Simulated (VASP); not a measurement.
# Al4FeCo3 (P4/mmm) in VASP: notebook

Runs on Al4FeCo3. Level: PBE. Tasks: single point.

Everything below comes from runs of VASP 6.6.1. Logs are shortened: lines on timing, memory, paths and dates and some standing lists are left out, and cuts for length are marked.

### Step 1. The cell of the first run

Symmetry: P4/mmm, No. 123, tetragonal system. The conventional cell has a = 4.036 Å, b = 4.036 Å, c = 5.711 Å, α = 90.00°, β = 90.00°, γ = 90.00°. Within 3.3 Å of Al (site symmetry 2mm) lie 2 Fe at 2.46 Å and 6 Co at 2.46 to 2.48 Å and 6 Al at 2.82 to 2.89 Å. Within 3.3 Å of Fe (site symmetry 4/mmm) lie 8 Al at 2.46 Å and 6 Co at 2.85 to 2.86 Å. Within 3.3 Å of Co (site symmetry 4/mmm) lie 8 Al at 2.48 Å and 4 Co at 2.85 Å and 2 Fe at 2.86 Å. Within 3.3 Å of Co (site symmetry 4/mmm) lie 8 Al at 2.48 Å and 6 Co at 2.85 to 2.86 Å. Co (site symmetry 4/mmm) has 8 Al at 2.46 Å and 4 Fe at 2.85 Å and 2 Co at 2.86 Å within 3.3 Å.

### Step 2. Single point, PBE

The input, INCAR:

```
PREC = Accurate
ENCUT = 520
EDIFF = 1E-6
ISMEAR = 0
SIGMA = 0.1
LREAL = F
LASPH = T
NELM = 60
ALGO = Normal
ISIF = 2
LWAVE = F
LCHARG = F
GGA = PE
NBANDS = 34
```

The input, KPOINTS:

```
regular mesh
0
Gamma
  4 4 4
```

The input, POSCAR:

```
Al4FeCo3
1.0
    4.0361279000      0.0000000000      0.0000000000
    0.0000000000      4.0361279000      0.0000000000
    0.0000000000      0.0000000000      5.7113199000
Al Fe Co
4 1 3
Direct
    0.0000000000      0.5000000000      0.7471940000
    0.0000000000      0.5000000000      0.2528060000
    0.5000000000      0.0000000000      0.7471940000
    0.5000000000      0.0000000000      0.2528060000
    0.0000000000      0.0000000000      0.5000000000
    0.0000000000      0.0000000000      0.0000000000
    0.5000000000      0.5000000000      0.0000000000
    0.5000000000      0.5000000000      0.5000000000
```

Potentials or basis: VASP PAW PBE potentials, release 64 (Al, Fe, Co).

The run is started by

```console
cat potpaw_PBE.64/Al/POTCAR potpaw_PBE.64/Fe/POTCAR potpaw_PBE.64/Co/POTCAR > POTCAR
mpirun -np 1 vasp_std > vasp.out
```

OUTCAR:

```text
PREC = Accurate
   ENCUT = 520
   EDIFF = 1E-6
   ISMEAR = 0
   LREAL = F
   LASPH = T
   NELM = 60
   ISIF = 2
   GGA = PE

 ion  position               nearest neighbor table
   1  0.000  0.500  0.747-   5 2.46   8 2.46   5 2.46   8 2.46   7 2.48   6 2.48   7 2.48   6 2.48
                             2 2.82   3 2.85   3 2.85   3 2.85   3 2.85   2 2.89
   2  0.000  0.500  0.253-   5 2.46   8 2.46   5 2.46   8 2.46   7 2.48   6 2.48   7 2.48   6 2.48
                             1 2.82   4 2.85   4 2.85   4 2.85   4 2.85   1 2.89
   3  0.500  0.000  0.747-   5 2.46   8 2.46   8 2.46   5 2.46   7 2.48   7 2.48   6 2.48   6 2.48
                             4 2.82   1 2.85   1 2.85   1 2.85   1 2.85   4 2.89
   4  0.500  0.000  0.253-   5 2.46   8 2.46   8 2.46   5 2.46   7 2.48   7 2.48   6 2.48   6 2.48
                             3 2.82   2 2.85   2 2.85   2 2.85   2 2.85   3 2.89
   5  0.000  0.000  0.500-   1 2.46   2 2.46   3 2.46   4 2.46   1 2.46   2 2.46   3 2.46   4 2.46
                             8 2.85   8 2.85   8 2.85   8 2.85   6 2.86   6 2.86
   6  0.000  0.000  0.000-   1 2.48   2 2.48   3 2.48   4 2.48   1 2.48   2 2.48   3 2.48   4 2.48
                             7 2.85   7 2.85   7 2.85   7 2.85   5 2.86   5 2.86
   7  0.500  0.500  0.000-   1 2.48   2 2.48   3 2.48   4 2.48   3 2.48   4 2.48   1 2.48   2 2.48
                             6 2.85   6 2.85   6 2.85   6 2.85   8 2.86   8 2.86
   8  0.500  0.500  0.500-   1 2.46   2 2.46   3 2.46   4 2.46   3 2.46   4 2.46   1 2.46   2 2.46
                             5 2.85   5 2.85   5 2.85   5 2.85   7 2.86   7 2.86

  LATTYP: Found a simple tetragonal cell.
 ALAT       =     4.0361279000
 C/A-ratio  =     1.4150492852

  Lattice vectors:

 A1 = (   4.0361279000,   0.0000000000,   0.0000000000)
 A2 = (   0.0000000000,   4.0361279000,   0.0000000000)
 A3 = (   0.0000000000,   0.0000000000,   5.7113199000)

Analysis of symmetry for initial positions (statically):
=====================================================================
 Subroutine PRICEL returns:
 Original cell was already a primitive cell.

 Routine SETGRP: Setting up the symmetry group for a
 simple tetragonal supercell.

 Subroutine GETGRP returns: Found 16 space group operations
 (whereof 16 operations were pure point group operations)
 out of a pool of 16 trial point group operations.

The static configuration has the point symmetry D_4h.

Analysis of symmetry for dynamics (positions and initial velocities):
=====================================================================
 Subroutine PRICEL returns:
 Original cell was already a primitive cell.

 Routine SETGRP: Setting up the symmetry group for a
 simple tetragonal supercell.

 Subroutine GETGRP returns: Found 16 space group operations
 (whereof 16 operations were pure point group operations)
 out of a pool of 16 trial point group operations.

The dynamic configuration has the point symmetry D_4h.

 Subroutine INISYM returns: Found 16 space group operations
 (whereof 16 operations are pure point group operations),
 and found     1 'primitive' translations

----------------------------------------------------------------------------------------

                                     Primitive cell

  volume of cell :      93.0393

  direct lattice vectors                    reciprocal lattice vectors
     4.036127900  0.000000000  0.000000000     0.247762218  0.000000000  0.000000000
     0.000000000  4.036127900  0.000000000     0.000000000  0.247762218  0.000000000
     0.000000000  0.000000000  5.711319900     0.000000000  0.000000000  0.175090875

  length of vectors
     4.036127900  4.036127900  5.711319900     0.247762218  0.247762218  0.175090875

  position of ions in fractional coordinates (direct lattice)
     0.000000000  0.500000000  0.747194000
     0.000000000  0.500000000  0.252806000
     0.500000000  0.000000000  0.747194000
     0.500000000  0.000000000  0.252806000
     0.000000000  0.000000000  0.500000000
     0.000000000  0.000000000  0.000000000
     0.500000000  0.500000000  0.000000000
     0.500000000  0.500000000  0.500000000

  ion indices of the primitive-cell ions
   primitive index   ion index
                 1           1
                 2           2
                 3           3
                 4           4
                 5           5
                 6           6
                 7           7
                 8           8

----------------------------------------------------------------------------------------

 KPOINTS: regular mesh

Automatic generation of k-mesh.
 Grid dimensions read from file:
 generate k-points for:    4    4    4

 Generating k-lattice:

  Cartesian coordinates                     Fractional coordinates (reciprocal lattice)
     0.061940554  0.000000000  0.000000000     0.250000000  0.000000000  0.000000000
     0.000000000  0.061940554  0.000000000     0.000000000  0.250000000  0.000000000
     0.000000000  0.000000000  0.043772719     0.000000000  0.000000000  0.250000000

  Length of vectors
     0.061940554  0.061940554  0.043772719

  Shift w.r.t. Gamma in fractional coordinates (k-lattice)
     0.000000000  0.000000000  0.000000000

 Subroutine IBZKPT returns following result:
 ===========================================

 Found     18 irreducible k-points:

 Following reciprocal coordinates:
            Coordinates               Weight
  0.000000  0.000000  0.000000      1.000000
  0.250000  0.000000  0.000000      4.000000
  0.500000  0.000000  0.000000      2.000000
  0.250000  0.250000  0.000000      4.000000
  0.500000  0.250000  0.000000      4.000000
  0.500000  0.500000  0.000000      1.000000
[... 10 lines left out ...]
  0.500000  0.250000  0.500000      4.000000
  0.500000  0.500000  0.500000      1.000000
   k-points           NKPTS =     18   k-points in BZ     NKDIM =     18   number of bands    NBANDS=     34
   number of dos      NEDOS =    301   number of ions     NIONS =      8
   total plane-waves  NPLWV =  37800
   dimension x,y,z NGX =    30 NGY =   30 NGZ =   42
   dimension x,y,z NGXF=    60 NGYF=   60 NGZF=   84
   ions per type =               4   1   3
   NGX,Y,Z   is equivalent  to a cutoff of  12.36, 12.36, 12.23 a.u.
   NGXF,Y,Z  is equivalent  to a cutoff of  24.71, 24.71, 24.45 a.u.
 SYSTEM =  unknown system
   PREC   = accura    normal or accurate (medium, high low for compatibility)
   ISTART =      0    job   : 0-new  1-cont  2-samecut
   ICHARG =      2    charge: 1-file 2-atom 10-const
   ISPIN  =      1    spin polarized calculation?
   LNONCOLLINEAR =      F non collinear calculations
   LSORBIT =      F    spin-orbit coupling
   LASPH  =      T    aspherical Exc in radial PAW
   ENCUT  =  520.0 eV  38.22 Ry    6.18 a.u.   7.50  7.50 10.62*2*pi/ulx,y,z
   NELM   =     60;   NELMIN=  2; NELMDL= -5     # of ELM steps
   EDIFF  = 0.1E-05   stopping-criterion for ELM
   LREAL  =      F    real-space projection
   EDIFFG = 0.1E-04   stopping-criterion for IOM
   NSW    =      0    number of steps for IOM
   IBRION =     -1    ionic relax: 0-MD 1-quasi-New 2-CG
   NFREE  =      0    steps in history (QN), initial steepest desc. (CG)
   ISIF   =      2    stress and relaxation
   ISYM   =      2    0-nonsym 1-usesym 2-fastsym
   POTIM  = 0.5000    time-step for ionic-motion
   TEBEG  =    0.0;   TEEND  =   0.0 temperature during run
   PSTRESS=    0.0 pullay stress
   NELECT =      47.0000    total number of electrons
   NUPDOWN=      -1.0000    fix difference up-down
   EMIN   =  10.00;   EMAX   =-10.00  energy-range for DOS
   EFERMI =   0.00;   METHOD = LEGACY
   ISMEAR =     0;   SIGMA  =   0.10  broadening in eV -4-tet -1-fermi 0-gaus
   EFERMI_NEDOS =   21; number of points for ismear=-14 and -15
   IALGO  =     38    algorithm
   IMIX   =      4    mixing-type and parameters
     AMIX     =   0.40;   BMIX     =  1.00
     AMIX_MAG =   1.60;   BMIX_MAG =  1.00
  volume/ion in A,a.u.               =      11.63        78.48
  Fermi-wavevector in a.u.,A,eV,Ry     =   1.303823  2.463868 23.129288  1.699955
  Thomas-Fermi vector in A             =   2.434800
   LORBIT       =      0    0 simple, 1 ext, 2 COOP (PROOUT), +10 PAW based schemes
   GGA     = PE    functional components
   LHFCALC =     F    Hartree Fock is set to
   AEXX    =    0.0000 exact exchange contribution
   IVDW    =     0    specifies the selected vdW correction
   LEPSILON=     F    determine dielectric tensor
   LRPA    =     F    only Hartree local field effects (RPA)
 non-spin polarized calculation
 Gauss-broadening in eV      SIGMA  =   0.10
  energy-cutoff  :      520.00
  volume of cell :       93.04
 maximum number of plane-waves:      2566
   NGX = 15   NGY = 15   NGZ = 21

 number of electron      46.9999989 magnetization

 Free energy of the ion-electron system (eV)
  ---------------------------------------------------
  ext. energy  EPLUGINS =         0.00000000
  ---------------------------------------------------
  free energy    TOTEN  =       -48.75737966 eV

  energy without entropy =      -48.74689378  energy(sigma->0) =      -48.75213672

 E-fermi :   9.6750     XC(G=0): -12.2416

 val. band max:        9.5837414318   @ k =   0.0000   0.0000   0.0000
 cond. band min:       9.7035099681   @ k =   0.0000   0.0000   0.0000
 fundamental gap:      0.1197685363
 Fermi energy:         9.6750322604

 k-point     1 :       0.0000    0.0000    0.0000
  band No.  band energies     occupation
      1      -0.9721      2.00000
      2       3.2901      2.00000
      3       3.4675      2.00000
      4       4.7924      2.00000
      5       6.1206      2.00000
      6       6.1298      2.00000
[... 26 lines left out ...]
     33      15.4859      0.00000
     34      15.5132      0.00000

 k-point     2 :       0.2500    0.0000    0.0000
  band No.  band energies     occupation
      1      -0.3852      2.00000
      2       3.6240      2.00000
      3       3.6747      2.00000
      4       4.0477      2.00000
      5       5.6017      2.00000
      6       6.2400      2.00000
[... 584 lines left out ...]
 k-point    18 :       0.5000    0.5000    0.5000
  band No.  band energies     occupation
      1       3.9003      2.00000
      2       3.9003      2.00000
      3       3.9299      2.00000
      4       3.9299      2.00000
      5       4.5463      2.00000
      6       4.5481      2.00000
[... 26 lines left out ...]
     33      15.7559      0.00000
     34      15.7929      0.00000

------------------------ aborting loop because EDIFF is reached ----------------------------------------

  FORCE on cell =-STRESS in cart. coord.  units (eV):
  Direction    XX          YY          ZZ          XY          YZ          ZX
  --------------------------------------------------------------------------------------
  -------------------------------------------------------------------------------------
  Total       -0.1472535     -0.1472535      0.0794668      0.0000000     -0.0000000      0.0000000
  in kB       -2.5357701     -2.5357701      1.3684526      0.0000000     -0.0000000      0.0000000
  external PRESSURE =      -1.2343625 kB  Pullay stress =       0.0000000 kB

 VOLUME and BASIS-vectors are now :
 -----------------------------------------------------------------------------
  energy-cutoff  :      520.00
  volume of cell :       93.04
      direct lattice vectors                 reciprocal lattice vectors
     4.036127900  0.000000000  0.000000000     0.247762218  0.000000000  0.000000000
     0.000000000  4.036127900  0.000000000     0.000000000  0.247762218  0.000000000
     0.000000000  0.000000000  5.711319900     0.000000000  0.000000000  0.175090875

 POSITION                                       TOTAL-FORCE (eV/Angst)
 -----------------------------------------------------------------------------------
      0.00000      2.01806      4.26746         0.000000      0.000000     -0.006329
      0.00000      2.01806      1.44386        -0.000000      0.000000      0.006329
      2.01806      0.00000      4.26746         0.000000     -0.000000     -0.006329
      2.01806      0.00000      1.44386        -0.000000     -0.000000      0.006329
      0.00000      0.00000      2.85566        -0.000000     -0.000000      0.000000
      0.00000      0.00000      0.00000        -0.000000     -0.000000      0.000000
      2.01806      2.01806      0.00000        -0.000000     -0.000000      0.000000
      2.01806      2.01806      2.85566        -0.000000     -0.000000      0.000000
 -----------------------------------------------------------------------------------
    total drift:                                0.000000      0.000000      0.000000

  FREE ENERGIE OF THE ION-ELECTRON SYSTEM (eV)
  ---------------------------------------------------
  free  energy   TOTEN  =       -48.7573796554 eV

  energy  without entropy=      -48.7468937818  energy(sigma->0) =      -48.75213672
```

It took 53 s on 1 thread of AMD EPYC 7R13 (Zen 3), shared host; peak memory 0.18 GiB.

What came out:

```yaml
Free_energy: -48.7574 eV
Pressure: -0.1 GPa
Largest_force: 0.006 eV/Å
```

Forces in eV/Å, atoms in the order of the input:
```
Al   0.000  0.000 -0.006
Al   0.000  0.000  0.006
Al   0.000  0.000 -0.006
Al   0.000  0.000  0.006
Fe   0.000  0.000  0.000
Co   0.000  0.000  0.000
Co   0.000  0.000  0.000
Co   0.000  0.000  0.000
```

Levels at points of the mesh, in eV from the Fermi level:
```tsv
k point	band 20	band 21	band 22	band 23	band 24	band 25	band 26	band 27	band 28	band 29
(0.00, 0.00, 0.00)	-0.27	-0.09	0.03	0.22	0.57	0.79	2.81	2.81	2.82	2.98
(0.50, 0.00, 0.00)	-0.78	-0.77	-0.50	-0.28	0.03	0.55	0.99	2.06	2.26	3.75
(0.50, 0.50, 0.00)	-1.04	-1.04	-0.69	-0.17	-0.17	0.09	0.26	0.76	0.82	2.94
(0.00, 0.00, 0.50)	-0.10	0.03	0.56	0.56	0.56	0.75	0.75	1.87	2.10	2.81
(0.50, 0.00, 0.50)	-1.24	-0.97	-0.96	-0.95	-0.71	3.28	3.32	3.34	3.37	3.41
(0.50, 0.50, 0.50)	-0.85	-0.85	-0.71	-0.42	-0.42	0.37	0.39	0.80	1.00	5.72
```

Caveat: the k points lie up to 0.39 Å⁻¹ apart.

[end of part 1 of 2]
